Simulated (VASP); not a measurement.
Set up this calculation in VASP 6.6.1, as the native input.

```
Task                   : single point
Functional             : PBEsol
Potentials or basis    : VASP PAW PBE potentials, release 64 (Bi_d, Te)
Cutoff                 : 520 eV
k mesh                 : 12 × 12 × 12
Occupations            : fermi-dirac, width 0.15 eV
Spin                   : no spin polarisation
Dipole correction      : no
Further INCAR settings : ALGO = Normal; EDIFF = 1e-06; NBANDS = 18
```

The structure of BiTe lies in POSCAR:

```
BiTe
1.0
    0.0000000000      3.1790967322      3.1790967322
    3.1790967322      0.0000000000      3.1790967322
    3.1790967322      3.1790967322      0.0000000000
Bi Te
1 1
Direct
    0.0000000000      0.0000000000      0.0000000000
    0.5000000000      0.5000000000      0.5000000000
```

This cell differs from its parent crystal: volume scaled by 0.98.

One way to write it, as run:

INCAR

```
SYSTEM = BiTe
PREC     = Accurate       ! precision mode
ENCUT    = 520            ! plane-wave cutoff, eV
EDIFF    = 1E-6           ! SCF threshold, eV
ISMEAR   = -1             ! smearing method
SIGMA    = 0.15           ! smearing width, eV
LREAL    = .False.        ! projectors in reciprocal space
LASPH    = .True.         ! aspherical terms in the spheres
NELM     = 80             ! most SCF steps
ALGO     = Normal         ! electronic algorithm
ISIF     = 2              ! what is computed and relaxed
LWAVE    = .False.        ! write WAVECAR
LCHARG   = .False.        ! write CHGCAR
GGA      = PS             ! functional
NBANDS   = 18             ! bands
```

KPOINTS

```
Automatic mesh
0
Gamma
  12 12 12
  0 0 0
```

Potentials or basis: VASP PAW PBE potentials, release 64 (Bi_d, Te).

Launch:

```bash
$ cat potpaw_PBE.64/Bi_d/POTCAR potpaw_PBE.64/Te/POTCAR > POTCAR
$ mpirun -np 1 vasp_std > vasp.out
```

Results of the run:

```
Pressure : 1.1 GPa
```

Caveat: the PAW data sets were made with another functional, which shifts forces and pressure a little.

It took 65 s on 1 thread of Intel(R) Xeon(R) Platinum 8488C (Sapphire Rapids), on a shared host, peak memory 0.25 GiB.
